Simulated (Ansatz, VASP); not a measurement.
**Two plane-wave programs on K2SiB2**

```
K Si B
1.0
     3.58844    0.00000    0.00000
    -1.79422    3.10768    0.00000
     0.00000    0.00000    9.96830
K Si B
2 1 2
Direct
  0.66667 0.33333 0.28110
  0.33333 0.66667 0.71890
  0.00000 0.00000 0.00000
  0.66667 0.33333 0.94035
  0.33333 0.66667 0.05965
```

Change from the starting cell: species swapped into the Nb2CS2 type (P-3m1, No. 164).

Alike in both runs: functional PBE; k mesh 6 × 6 × 2; occupations gaussian, width 0.1 eV; no spin polarisation.

Ansatz relaxed the structure, and its values are those at the end. VASP's run is a single point on that final structure, the one shown.

|  | VASP | Ansatz |
| --- | --- | --- |
| version | VASP 6.6.1 | Ansatz 0.2.0 |
| potentials or method | VASP PAW PBE potentials, release 64 (K_sv, Si, B), cutoff 520 eV | scalar-relativistic, plane waves, PAW |
| valence electrons in the cell | 28 | 28 |

Ansatz gave:

```
gap on the k mesh at the Fermi level (eV) : none
pressure (GPa)                            : 0.2
rms of the force components (eV/Å)        : 0.005
```

Q: What did VASP give for the same quantities?

A: gap on the k mesh at the Fermi level (eV): none; pressure (GPa): 0.2; rms of the force components (eV/Å): 0.009.

A gap of «none» marks a metal or a gap that the smearing closes.
